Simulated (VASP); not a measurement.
Wanted: the native input for a VASP 6.6.1 run.

```
Task                   : single point
Functional             : PBE
Dispersion             : D3(BJ)
Potentials or basis    : VASP PAW PBE potentials, release 64 (C)
Cutoff                 : 600 eV
k mesh                 : 24 × 24 × 2
Occupations            : gaussian, width 0.15 eV
Spin                   : no spin polarisation
Dipole correction      : no
Further INCAR settings : ALGO = Normal; EDIFF = 1e-06; NBANDS = 16
```

The structure of C lies in POSCAR:

```
C
1.0
    2.6809787935      0.0000000000      0.0000000000
   -1.3404893967      2.3217957422      0.0000000000
    0.0000000000      0.0000000000     23.9222939139
C
4
Direct
    0.0000000000      0.0000000000      0.5711557753
    0.0000000000      0.0000000000      0.4288442247
    0.3333333333      0.6666666667      0.4288237756
    0.6666666667      0.3333333333      0.5711762244
```

This cell differs from its parent crystal: strain +0.0875 x Voigt [1, 1, 0, 0, 0, 0].

These files were run (other wordings do the same):

INCAR

```
PREC = Accurate
ENCUT = 600
EDIFF = 1E-6
ISMEAR = 0
SIGMA = 0.15
LREAL = F
LASPH = T
NELM = 120
ALGO = Normal
ISIF = 2
LWAVE = F
LCHARG = F
GGA = PE
IVDW = 12
NBANDS = 16
GGA_COMPAT = F
```

KPOINTS

```
regular mesh
0
Gamma
  24 24 2
```

Potentials or basis: VASP PAW PBE potentials, release 64 (C).

Launch:

```bash
$ cat potpaw_PBE.64/C/POTCAR > POTCAR
$ mpirun -np 1 vasp_std > vasp.out
```

It gave:

The largest force is 0.016 eV/Å. The band gap on the k mesh is zero (filled and empty bands touch). The dispersion energy per atom is -0.105 eV.

Caveat: the cell differs from its parent crystal (strain +0.0875 x Voigt [1, 1, 0, 0, 0, 0]); there is no dipole correction, which matters where the two faces differ.

Wall time 13 min on 1 thread of Oxide Virtual Turin-like Processor, with other jobs on the host, peak memory 0.46 GiB.
